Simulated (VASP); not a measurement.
Write the native input for VASP 6.6.1 that does the following.

```yaml
Task: single point
Functional: r2SCAN
Dispersion: rVV10
Potentials_or_basis: VASP PAW PBE potentials, release 64 (Si, C)
Cutoff: 520 eV
k_mesh: 8 × 8 × 8
Occupations: fermi-dirac, width 0.03 eV
Spin: no spin polarisation
Dipole_correction: no
Further_INCAR_settings: ALGO = Normal; EDIFF = 1e-06; NBANDS = 11
```

The system is SiC.

```
Si C
1.0
     2.61665    0.00000    0.00000
     0.00000    2.61665    0.00000
     0.00000    0.00000    2.61665
Si C
1 1
Cartesian
  0.0000 0.0000 0.0000
  1.3083 1.3083 1.3083
```

These files were run (other wordings do the same):

POSCAR

```
SiC
1.0
    2.6166524648      0.0000000000      0.0000000000
    0.0000000000      2.6166524648      0.0000000000
    0.0000000000      0.0000000000      2.6166524648
Si C
1 1
Direct
    0.0000000000      0.0000000000      0.0000000000
    0.5000000000      0.5000000000      0.5000000000
```

INCAR.step1

```
SYSTEM = SiC
ALGO     = Normal         ! electronic algorithm
EDIFF    = 1E-4           ! SCF threshold, eV
ENCUT    = 520            ! plane-wave cutoff, eV
GGA      = PE             ! functional
ISMEAR   = -1             ! smearing method
LASPH    = .TRUE.         ! aspherical terms in the spheres
LCHARG   = .FALSE.        ! write CHGCAR
LREAL    = .FALSE.        ! projectors in reciprocal space
LWAVE    = .TRUE.         ! write WAVECAR
NBANDS   = 11             ! bands
NELM     = 100            ! most SCF steps
PREC     = Accurate       ! precision mode
SIGMA    = 0.03           ! smearing width, eV
```

INCAR.step2

```
SYSTEM = SiC
ALGO     = Normal         ! electronic algorithm
BPARAM   = 11.95        
CPARAM   = 0.0093       
EDIFF    = 1E-6           ! SCF threshold, eV
ENCUT    = 520            ! plane-wave cutoff, eV
ISIF     = 2              ! what is computed and relaxed
ISMEAR   = -1             ! smearing method
ISTART   = 1            
IVDW_NL  = 2            
LASPH    = .TRUE.         ! aspherical terms in the spheres
LCHARG   = .TRUE.         ! write CHGCAR
LELF     = .TRUE.         ! ELF
LMIXTAU  = .TRUE.       
LREAL    = .FALSE.        ! projectors in reciprocal space
LUSE_VDW = .TRUE.       
LVHAR    = .TRUE.       
LWAVE    = .FALSE.        ! write WAVECAR
METAGGA  = R2SCAN         ! meta-GGA
NBANDS   = 11             ! bands
NELM     = 100            ! most SCF steps
PREC     = Accurate       ! precision mode
SIGMA    = 0.03           ! smearing width, eV
```

KPOINTS

```
k-points
0
G
  8 8 8
  0 0 0
```

Potentials or basis: VASP PAW PBE potentials, release 64 (Si, C).

Launch:

```sh
$ cat potpaw_PBE.64/Si/POTCAR potpaw_PBE.64/C/POTCAR > POTCAR
$ cp INCAR.step1 INCAR
$ mpirun -np 1 vasp_std > vasp.out
$ cp INCAR.step2 INCAR
$ mpirun -np 1 vasp_std > vasp.out
```

Results of the run:

| Property | Result |
| --- | --- |
| Pressure | 0.3 GPa |
| Band gap on the k mesh | zero (band 4 reaches 12.75 eV, above the bottom of band 5 at 8.73 eV) |

Caveat: the PAW data sets were made with another functional, which shifts forces and pressure a little.

Run time: 23 s on 1 thread of Intel(R) Xeon(R) Platinum 8488C (Sapphire Rapids) (shared host), peak memory 0.17 GiB.
